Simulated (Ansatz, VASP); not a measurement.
## One calculation of CdS, two programs

```
Cd S
1.0
     0.00000    2.72678    2.72678
     2.72678    0.00000    2.72678
     2.72678    2.72678    0.00000
Cd S
1 1
Direct
  0.00000 0.00000 0.00000
  0.50000 0.50000 0.50000
```

Alike in both runs: task single point; functional r2SCAN; k mesh 8 × 8 × 8; no spin polarisation.

|  | VASP | Ansatz |
| --- | --- | --- |
| version | VASP 6.6.1 | Ansatz 0.2.0 |
| potentials or method | VASP PAW PBE potentials, release 64 (Cd, S) | plane waves, PAW |
| plane-wave cutoff (eV) | 520 | 500 |
| occupations | gaussian, width 0.01 eV | fixed |
| valence electrons in the cell | 18 | 26 |

```tsv
	VASP	Ansatz	Ansatz less VASP
gap on the k mesh at the Fermi level (eV)	0.73	0.75	+0.018
pressure (GPa)	0.5	0.0	-0.48
```

VASP's potentials were made for PBE, not for r2SCAN. VASP's potentials hold 18 valence electrons a cell and Ansatz's 26, so a difference there can come from the potentials and not from the codes.
